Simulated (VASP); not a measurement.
# SnO (Pmn2_1) in VASP: further runs, part 2 of 2

VASP 6.6.1.

## (4) Single point, PBEsol (strain -0.0500 x Voigt [1, 0, 0, 0, 0, 0])

INCAR

```
SYSTEM = SnO
ALGO = Normal
EDIFF = 1E-6
ENCUT = 520
GGA = PS
ISIF = 2
ISMEAR = 0
LASPH = .True.
LCHARG = .False.
LREAL = .False.
LWAVE = .False.
NBANDS = 28
NELM = 100
PREC = Accurate
SIGMA = 0.05
```

KPOINTS

```
k-points
0
Gamma
  8 6 6
  0 0 0
```

POSCAR

```
SnO
1.0
    3.1872547500      0.0000000000      0.0000000000
    0.0000000000      5.6741040000      0.0000000000
    0.0000000000      0.0000000000      4.2219700000
Sn O
2 2
Direct
    0.0000000000      0.2319090000      0.5131440000
    0.5000000000      0.7680910000      0.0131440000
    0.0000000000      0.8912500000      0.7368570000
    0.5000000000      0.1087500000      0.2368570000
```

Potentials or basis: VASP PAW PBE potentials, release 64 (Sn_d, O).

Started as:

```bash
> cat potpaw_PBE.64/Sn_d/POTCAR potpaw_PBE.64/O/POTCAR > POTCAR
> mpirun -np 1 vasp_std > vasp.out
```

OUTCAR:

```text
SYSTEM = SnO
   EDIFF = 1E-6
   ENCUT = 520
   GGA = PS
   ISIF = 2
   ISMEAR = 0
   LASPH = .True.
   LREAL = .False.
   NELM = 100
   PREC = Accurate

 ion  position               nearest neighbor table
   1  0.000  0.232  0.513-   4 2.09   4 2.09   3 2.15   2 3.73   2 3.73   2 3.73   2 3.73
   2  0.500  0.768  0.013-   3 2.09   3 2.09   4 2.15   1 3.73   1 3.73   1 3.73   1 3.73
   3  0.000  0.891  0.737-   2 2.09   2 2.09   1 2.15
   4  0.500  0.109  0.237-   1 2.09   1 2.09   2 2.15

  LATTYP: Found a simple orthorhombic cell.
 ALAT       =     3.1872547500
 B/A-ratio  =     1.3246415273
 C/A-ratio  =     1.7802480332

  Lattice vectors:

 A1 = (  -3.1872547500,   0.0000000000,   0.0000000000)
 A2 = (   0.0000000000,   0.0000000000,   4.2219700000)
 A3 = (   0.0000000000,   5.6741040000,   0.0000000000)

Analysis of symmetry for initial positions (statically):
=====================================================================
 Subroutine PRICEL returns:
 Original cell was already a primitive cell.

 Routine SETGRP: Setting up the symmetry group for a
 simple orthorhombic supercell.

 Subroutine GETGRP returns: Found  4 space group operations
 (whereof  2 operations were pure point group operations)
 out of a pool of  8 trial point group operations.

The static configuration has the point symmetry C_1h.
 The point group associated with its full space group is C_2v.

Analysis of symmetry for dynamics (positions and initial velocities):
=====================================================================
 Subroutine PRICEL returns:
 Original cell was already a primitive cell.

 Routine SETGRP: Setting up the symmetry group for a
 simple orthorhombic supercell.

 Subroutine GETGRP returns: Found  4 space group operations
 (whereof  2 operations were pure point group operations)
 out of a pool of  8 trial point group operations.

The dynamic configuration has the point symmetry C_1h.
 The point group associated with its full space group is C_2v.

 Subroutine INISYM returns: Found  4 space group operations
 (whereof  2 operations are pure point group operations),
 and found     1 'primitive' translations

----------------------------------------------------------------------------------------

                                     Primitive cell

  volume of cell :      76.3535

  direct lattice vectors                    reciprocal lattice vectors
     3.187254750  0.000000000  0.000000000     0.313749630  0.000000000  0.000000000
     0.000000000  5.674104000  0.000000000     0.000000000  0.176239279  0.000000000
     0.000000000  0.000000000  4.221970000     0.000000000  0.000000000  0.236856254

  length of vectors
     3.187254750  5.674104000  4.221970000     0.313749630  0.176239279  0.236856254

  position of ions in fractional coordinates (direct lattice)
     0.000000000  0.231909000  0.513144000
     0.500000000  0.768091000  0.013144000
     0.000000000  0.891250000  0.736857000
     0.500000000  0.108750000  0.236857000

  ion indices of the primitive-cell ions
   primitive index   ion index
                 1           1
                 2           2
                 3           3
                 4           4
[... 23 lines left out ...]
 ===========================================

 Found     80 irreducible k-points:

 Following reciprocal coordinates:
            Coordinates               Weight
  0.000000  0.000000  0.000000      1.000000
  0.125000  0.000000  0.000000      2.000000
  0.250000  0.000000  0.000000      2.000000
  0.375000  0.000000  0.000000      2.000000
  0.500000  0.000000  0.000000      1.000000
  0.000000  0.166667  0.000000      2.000000
[... 16 lines left out ...]
  0.250000  0.000000  0.166667      4.000000
  0.375000  0.000000  0.166667      4.000000
 [... further k-points ...]
   k-points           NKPTS =     80   k-points in BZ     NKDIM =     80   number of bands    NBANDS=     28
   number of dos      NEDOS =    301   number of ions     NIONS =      4
   total plane-waves  NPLWV =  32256
   dimension x,y,z NGX =    24 NGY =   42 NGZ =   32
   dimension x,y,z NGXF=    48 NGYF=   84 NGZF=   64
   ions per type =               2   2
   NGX,Y,Z   is equivalent  to a cutoff of  12.52, 12.31, 12.60 a.u.
   NGXF,Y,Z  is equivalent  to a cutoff of  25.04, 24.61, 25.20 a.u.
 SYSTEM =  SnO
   PREC   = accura    normal or accurate (medium, high low for compatibility)
   ISTART =      0    job   : 0-new  1-cont  2-samecut
   ICHARG =      2    charge: 1-file 2-atom 10-const
   ISPIN  =      1    spin polarized calculation?
   LNONCOLLINEAR =      F non collinear calculations
   LSORBIT =      F    spin-orbit coupling
   LASPH  =      T    aspherical Exc in radial PAW
   ENCUT  =  520.0 eV  38.22 Ry    6.18 a.u.   5.93 10.55  7.85*2*pi/ulx,y,z
   NELM   =    100;   NELMIN=  2; NELMDL= -5     # of ELM steps
   EDIFF  = 0.1E-05   stopping-criterion for ELM
   LREAL  =      F    real-space projection
   EDIFFG = 0.1E-04   stopping-criterion for IOM
   NSW    =      0    number of steps for IOM
   IBRION =     -1    ionic relax: 0-MD 1-quasi-New 2-CG
   NFREE  =      0    steps in history (QN), initial steepest desc. (CG)
   ISIF   =      2    stress and relaxation
   ISYM   =      2    0-nonsym 1-usesym 2-fastsym
   POTIM  = 0.5000    time-step for ionic-motion
   TEBEG  =    0.0;   TEEND  =   0.0 temperature during run
   PSTRESS=    0.0 pullay stress
   NELECT =      40.0000    total number of electrons
   NUPDOWN=      -1.0000    fix difference up-down
   EMIN   =  10.00;   EMAX   =-10.00  energy-range for DOS
   EFERMI =   0.00;   METHOD = LEGACY
   ISMEAR =     0;   SIGMA  =   0.05  broadening in eV -4-tet -1-fermi 0-gaus
   EFERMI_NEDOS =   21; number of points for ismear=-14 and -15
   IALGO  =     38    algorithm
   IMIX   =      4    mixing-type and parameters
     AMIX     =   0.40;   BMIX     =  1.00
     AMIX_MAG =   1.60;   BMIX_MAG =  1.00
  volume/ion in A,a.u.               =      19.09       128.81
  Fermi-wavevector in a.u.,A,eV,Ry     =   1.319730  2.493928 23.697094  1.741687
  Thomas-Fermi vector in A             =   2.449607
   LORBIT       =      0    0 simple, 1 ext, 2 COOP (PROOUT), +10 PAW based schemes
   GGA     = PS    functional components
   LHFCALC =     F    Hartree Fock is set to
   AEXX    =    0.0000 exact exchange contribution
   IVDW    =     0    specifies the selected vdW correction
   LEPSILON=     F    determine dielectric tensor
   LRPA    =     F    only Hartree local field effects (RPA)
 non-spin polarized calculation
 Gauss-broadening in eV      SIGMA  =   0.05
  energy-cutoff  :      520.00
  volume of cell :       76.35
 maximum number of plane-waves:      2080
 NGX is ok and might be reduce to    24
   NGX = 11   NGY = 21   NGZ = 15

 number of electron      39.9999990 magnetization

 Free energy of the ion-electron system (eV)
  ---------------------------------------------------
  ext. energy  EPLUGINS =         0.00000000
  ---------------------------------------------------
  free energy    TOTEN  =       -23.77737372 eV

  energy without entropy =      -23.77737372  energy(sigma->0) =      -23.77737372

 E-fermi :   5.3927     XC(G=0):  -9.9976

 val. band max:        5.1748696372   @ k =   0.2500   0.0000   0.0000
 cond. band min:       6.5603067651   @ k =   0.3750   0.5000   0.0000
 fundamental gap:      1.3854371280
 Fermi energy:         5.3927281013

 k-point     1 :       0.0000    0.0000    0.0000
  band No.  band energies     occupation
      1     -16.0673      2.00000
      2     -15.6776      2.00000
      3     -15.5005      2.00000
      4     -15.4585      2.00000
      5     -15.4287      2.00000
      6     -15.3874      2.00000
[... 733 lines left out ...]
     27      14.3184      0.00000
     28      15.3099      0.00000

 [... further k-points ...]

------------------------ aborting loop because EDIFF is reached ----------------------------------------

  FORCE on cell =-STRESS in cart. coord.  units (eV):
  Direction    XX          YY          ZZ          XY          YZ          ZX
  --------------------------------------------------------------------------------------
  -------------------------------------------------------------------------------------
  Total        2.5389167     -0.1223385      0.4751525      0.0000000      0.0000000      0.0000000
  in kB       53.2757809     -2.5671097      9.9704408      0.0000000      0.0000000      0.0000000
  external PRESSURE =      20.2263707 kB  Pullay stress =       0.0000000 kB

 VOLUME and BASIS-vectors are now :
 -----------------------------------------------------------------------------
  energy-cutoff  :      520.00
  volume of cell :       76.35
      direct lattice vectors                 reciprocal lattice vectors
     3.187254750  0.000000000  0.000000000     0.313749630  0.000000000  0.000000000
     0.000000000  5.674104000  0.000000000     0.000000000  0.176239279  0.000000000
     0.000000000  0.000000000  4.221970000     0.000000000  0.000000000  0.236856254

 POSITION                                       TOTAL-FORCE (eV/Angst)
 -----------------------------------------------------------------------------------
      0.00000      1.31588      2.16648         0.000000      0.213100      0.322441
      1.59363      4.35823      0.05549         0.000000     -0.213100      0.322441
      0.00000      5.05705      3.11099         0.000000      0.286169     -0.322441
      1.59363      0.61706      1.00000         0.000000     -0.286169     -0.322441
 -----------------------------------------------------------------------------------
    total drift:                                0.000000      0.000000     -0.000143

  FREE ENERGIE OF THE ION-ELECTRON SYSTEM (eV)
  ---------------------------------------------------
  free  energy   TOTEN  =       -23.7773737205 eV

  energy  without entropy=      -23.7773737205  energy(sigma->0) =      -23.77737372
```

OSZICAR:

```text
N       E                     dE             d eps       ncg     rms          rms(c)
DAV:   1     0.435676535676E+03    0.43568E+03   -0.20367E+04  4628   0.214E+03
DAV:   2     0.414331650346E+02   -0.39424E+03   -0.37800E+03  4628   0.539E+02
DAV:   3    -0.239189937283E+02   -0.65352E+02   -0.64239E+02  5096   0.188E+02
DAV:   4    -0.271208683566E+02   -0.32019E+01   -0.31843E+01  5276   0.446E+01
DAV:   5    -0.272001670006E+02   -0.79299E-01   -0.79281E-01  5036   0.754E+00    0.111E+01
DAV:   6    -0.238544998006E+02    0.33457E+01   -0.14526E+01  7232   0.450E+01    0.505E+00
DAV:   7    -0.238183015508E+02    0.36198E-01   -0.18155E+00  5200   0.839E+00    0.255E+00
DAV:   8    -0.237891304566E+02    0.29171E-01   -0.32851E-01  6312   0.394E+00    0.796E-01
DAV:   9    -0.237765632343E+02    0.12567E-01   -0.48612E-02  7144   0.253E+00    0.209E-01
DAV:  10    -0.237776725830E+02   -0.11093E-02   -0.70360E-03  6328   0.816E-01    0.124E-01
DAV:  11    -0.237773532951E+02    0.31929E-03   -0.12119E-03  6852   0.374E-01    0.250E-02
DAV:  12    -0.237773789957E+02   -0.25701E-04   -0.28653E-04  5076   0.960E-02    0.272E-02
DAV:  13    -0.237773739428E+02    0.50529E-05   -0.20157E-05  5988   0.411E-02    0.647E-03
DAV:  14    -0.237773737205E+02    0.22229E-06   -0.98679E-07  3036   0.109E-02
   1 F= -.23777374E+02 E0= -.23777374E+02  d E =-.111454E-11
```

Wall time 67 s (1 thread of AMD EPYC 9R45 (Zen 5), shared host); peak memory 0.24 GiB.

What came out:

```yaml
Free_energy: -23.7774 eV
Pressure: 2.0 GPa
Largest_force: 0.431 eV/Å
Band_gap_on_the_k_mesh: 1.39 eV (least direct gap 1.87 eV)
```

Forces on the atoms (eV/Å):
```
Sn   0.000  0.213  0.322
Sn   0.000 -0.213  0.322
O    0.000  0.286 -0.322
O    0.000 -0.286 -0.322
```

Stress tensor (GPa, compression positive):
```
 5.33  0.00  0.00
 0.00 -0.26  0.00
 0.00  0.00  1.00
```

Caveat: the cell differs from its parent crystal (strain -0.0500 x Voigt [1, 0, 0, 0, 0, 0]); the stress differs along the axes, from -0 to 5 GPa; the PAW data sets were made with another functional, which shifts forces and pressure a little; spin-orbit coupling is left out, which moves the levels of the heavy elements. A k mesh can miss the band edges.

## (5) Overview

| cell | gap on the mesh (eV) | pressure (GPa) | largest force (eV/Å) |
| --- | --- | --- | --- |
| a = 3.020, b = 5.674, c = 4.222 Å, 4 atoms | 1.45 | 9.2 | 1.33 |
| a = 3.103, b = 5.674, c = 4.222 Å, 4 atoms | 1.40 | 5.3 | 0.82 |
| a = 3.187, b = 5.674, c = 4.222 Å, 4 atoms | 1.39 | 2.0 | 0.43 |

Alike in all rows: task single point; level PBEsol; potentials or basis VASP PAW PBE potentials, release 64 (Sn_d, O); no spin polarisation; k mesh 8 × 6 × 6; cutoff (eV) 520; smearing gaussian 0.05 eV.

Caveats: the PAW data sets were made with another functional, which shifts forces and pressure a little; spin-orbit coupling is left out, which moves the levels of the heavy elements; the stress differs along the axes, from 2 to 19 GPa (at least some runs); the stress differs along the axes, from 1 to 11 GPa (at least some runs); the stress differs along the axes, from -0 to 5 GPa (at least some runs).

Absolute energies hang on the potentials; compare differences alone.
